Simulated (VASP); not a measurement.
Wanted: the native input for a VASP 6.6.1 run.

```yaml
Task: relaxation of cell and atoms
Functional: PBE
Potentials_or_basis: VASP PAW PBE potentials, release 64 (Sn_d, Se)
Cutoff: 600 eV
k_mesh: 6 × 6 × 10
Occupations: gaussian, width 0.1 eV
Spin: no spin polarisation
Dipole_correction: no
Further_INCAR_settings: ALGO = Normal; EDIFF = 1e-06; IBRION = 2; EDIFFG = -0.01; NSW = 80; ISIF = 3
```

The structure of SnSe2 lies in POSCAR:

```
SnSe2
1.0
    6.5771332730      0.0000000000      0.0000000000
    0.0000000000      6.5771332730      0.0000000000
    0.0000000000      0.0000000000      4.0189129316
Sn Se
2 4
Direct
    0.5000000000      0.5000000000      0.5000000000
    0.0000000000      0.0000000000      0.0000000000
    0.1929337944      0.8070662056      0.5000000000
    0.8070662056      0.1929337944      0.5000000000
    0.3070662056      0.3070662056      0.0000000000
    0.6929337944      0.6929337944      0.0000000000
```

One way to write it, as run:

INCAR

```
SYSTEM = SnSe2
  PREC = Accurate
  ENCUT = 600
  EDIFF = 1E-6
  ISMEAR = 0
  SIGMA = 0.1
  LREAL = .FALSE.
  LASPH = .TRUE.
  NELM = 60
  ALGO = Normal
  ISIF = 3
  LWAVE = .FALSE.
  LCHARG = .FALSE.
  GGA = PE
  IBRION = 2
  NSW = 80
  EDIFFG = -0.01
```

KPOINTS

```
regular mesh
0
G
  6 6 10
  0 0 0
```

Potentials or basis: VASP PAW PBE potentials, release 64 (Sn_d, Se).

Command:

```console
$ cat potpaw_PBE.64/Sn_d/POTCAR potpaw_PBE.64/Se/POTCAR > POTCAR
$ mpirun -np 1 vasp_std > vasp.out
```

It gave:

The pressure after relaxing is 0.0 GPa. The largest force after relaxing is 0.010 eV/Å. The band gap on the k mesh is zero (bands 26 and 27 overlap by 0.06 eV).

Caveat: the relaxation stopped at its first step, so nothing moved; semilocal functionals underestimate gaps, so a narrow gap can read as zero; spin-orbit coupling is left out, which moves the levels of the heavy elements.

Run time: 2.8 min on 1 thread of Intel(R) Xeon(R) 6975P-C (Granite Rapids), on a shared host, peak memory 0.51 GiB.
